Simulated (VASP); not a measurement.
Write the native input for VASP 6.6.1 that does the following.

```yaml
Task: single point
Functional: PBE
Potentials_or_basis: VASP PAW PBE potentials, release 64 (W_sv)
Cutoff: 520 eV
k_mesh: 9 × 9 × 13
Occupations: fermi-dirac, width 0.08 eV
Spin: no spin polarisation
Dipole_correction: no
Further_INCAR_settings: ALGO = Normal; EDIFF = 1e-06; NBANDS = 28
```

The structure of W lies in POSCAR:

```
W
1.0
    0.0000000000      3.1834185691     -3.1834185691
   -3.1834185691      0.0000000000      3.1834185691
    1.5917092846      1.5917092846      1.5917092846
W
3
Direct
    0.0000000000      0.0000000000      0.0000000000
    0.3333333330      0.6666666670      0.3333333330
    0.6666666670      0.3333333330      0.6666666670
```

One way to write it, as run:

INCAR

```
ALGO = Normal
EDIFF = 1E-6
ENCUT = 520
GGA = PE
ISIF = 2
ISMEAR = -1
LASPH = T
LCHARG = T
LELF = T
LREAL = F
LVHAR = T
LWAVE = F
NBANDS = 28
NELM = 60
PREC = Accurate
SIGMA = 0.08
```

KPOINTS

```
k-points
0
Gamma
  9 9 13
```

Potentials or basis: VASP PAW PBE potentials, release 64 (W_sv).

Command:

```sh
$ cat potpaw_PBE.64/W_sv/POTCAR > POTCAR
$ mpirun -np 1 vasp_std > vasp.out
```

Results of the run:

```json
{"Pressure": "0.6 GPa", "Band gap on the k mesh": "zero (bands 21 and 22 overlap by 3.79 eV)"}
```

Caveat: spin-orbit coupling is left out, which moves the levels of the heavy elements.

Run time: 2.9 min on 1 thread of Intel Xeon 8259CL, with other jobs on the host, peak memory 0.27 GiB.
